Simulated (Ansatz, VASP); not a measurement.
## Two plane-wave programs on Cd

INCAR

```
SYSTEM = Cd
PREC = Accurate
ENCUT = 630
EDIFF = 1E-6
ISMEAR = -1
SIGMA = 0.05
LREAL = .FALSE.
LASPH = .TRUE.
NELM = 120
ALGO = Normal
ISIF = 2
LWAVE = .FALSE.
LCHARG = .FALSE.
NBANDS = 27
GGA_COMPAT = .FALSE.
```

KPOINTS

```
Automatic mesh
0
G
  10 10 5
  0 0 0
```

Contents of POSCAR:

```
Cd
1.0
    2.9386100647      0.0000000000      0.0000000000
   -1.4693050324      2.5449109679      0.0000000000
    0.0000000000      0.0000000000      5.5417265037
Cd
2
Direct
    0.6666666667      0.3333333333      0.7500000000
    0.3333333333      0.6666666667      0.2500000000
```

File input.yaml:

```yaml
crystal:
  lattice:
    - [2.9386100647, 0.0, 0.0]
    - [-1.4693050324, 2.5449109679, 0.0]
    - [0.0, 0.0, 5.5417265037]
  atoms:
    - { symbol: Cd, position: [0.6666666667, 0.3333333333, 0.75] }
    - { symbol: Cd, position: [0.3333333333, 0.6666666667, 0.25] }
hamiltonian:
  xc: lda
  pseudopotentials: { kind: paw }
kpoints:
  mp_grid: { grid: [10, 10, 5] }
scf:
  occupations: { method: fermi_dirac, width: 0.05 }
output:
  forces: true
  stress: true
  eigenvalues: true
```

Alike in both runs: task single point; functional LDA; k mesh 10 × 10 × 5; occupations fermi-dirac, width 0.05 eV; no spin polarisation.

|  | VASP | Ansatz |
| --- | --- | --- |
| version | VASP 6.6.1 | Ansatz 0.2.0 |
| potentials or method | VASP PAW LDA potentials, release 64 (Cd_sv_GW) | Ansatz PAW |
| plane-wave cutoff (eV) | 630 | 420 |
| valence electrons in the cell | 40 | 40 |

```tsv
	VASP	Ansatz	Ansatz less VASP
gap on the k mesh at the Fermi level (eV)	none	none	-
pressure (GPa)	-2.3	-2.2	+0.09
traceless stress, the component that is largest in VASP (GPa)	-0.31	-0.22	+0.094
```

LDA's correlation is that of Perdew and Zunger in VASP and of Perdew and Wang (1992) in Ansatz. A gap of «none» marks a metal or a gap that the smearing closes.
